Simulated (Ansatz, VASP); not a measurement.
## One calculation of Mo, two programs

```
Mo
1.0
    -1.45318    1.57100    1.57100
     1.45318   -1.57100    1.57100
     1.45318    1.57100   -1.57100
Mo
1
Direct
  0.00000 0.00000 0.00000
```

Change from the starting cell: strain -0.0750 x Voigt [1, 0, 0, 0, 0, 0], atoms carried along.

Alike in both runs: task single point; functional LDA; k mesh 22 × 22 × 22; occupations gaussian, width 0.15 eV; no spin polarisation.

|  | VASP | Ansatz |
| --- | --- | --- |
| version | VASP 6.6.1 | Ansatz 0.2.0 |
| potentials or method | VASP PAW LDA potentials, release 64 (Mo_sv), cutoff 520 eV | scalar-relativistic, plane waves, PAW |
| valence electrons in the cell | 14 | 14 |

```tsv
	VASP	Ansatz	Ansatz less VASP
gap on the k mesh at the Fermi level (eV)	none	none	-
pressure (GPa)	18.0	16.6	-1.43
traceless stress, the component that is largest in VASP (GPa)	18.60	18.60	+0.001
```

LDA's correlation is that of Perdew and Zunger in VASP and of Perdew and Wang (1992) in Ansatz. A gap of «none» marks a metal or a gap that the smearing closes.
